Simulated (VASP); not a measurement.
A run of VASP 6.6.1 is set up as follows.

INCAR

```
PREC = Accurate
ENCUT = 520
EDIFF = 1E-6
ISMEAR = 0
SIGMA = 0.05
LREAL = F
LASPH = T
NELM = 80
ALGO = Normal
ISIF = 2
LWAVE = F
LCHARG = F
GGA = PE
NBANDS = 34
```

KPOINTS

```
regular mesh
0
Gamma
  6 6 4
```

Contents of POSCAR:

```
SiO2
1.0
    5.2585392688      0.0000000000      0.0000000000
   -2.6292696344      4.5540285936      0.0000000000
    0.0000000000      0.0000000000      5.7525981999
Si O
3 6
Direct
    0.0000000000      0.5000000000      0.3333333333
    0.5000000000      0.5000000000      0.6666666667
    0.5000000000      0.0000000000      0.0000000000
    0.5839605948      0.7919802974      0.8333333333
    0.7919802974      0.5839605948      0.5000000000
    0.7919802974      0.2080197026      0.1666666667
    0.4160394052      0.2080197026      0.8333333333
    0.2080197026      0.4160394052      0.5000000000
    0.2080197026      0.7919802974      0.1666666667
```

Potentials or basis: VASP PAW PBE potentials, release 64 (Si, O).

The run is started by

```sh
$ cat potpaw_PBE.64/Si/POTCAR potpaw_PBE.64/O/POTCAR > POTCAR
$ mpirun -np 1 vasp_std > vasp.out
```

(1) Predict the pressure.

(2) Estimate the band gap on the k mesh.

(3) What does it give for the largest force?

Results:

(1) -12.8 GPa.

(2) 4.84 eV (least direct gap 5.00 eV).

(3) 0.566 eV/Å.

Caveat: the cell differs from its parent crystal (strain +0.030 along x and y, +0.030 along z); the cell stands under tension.
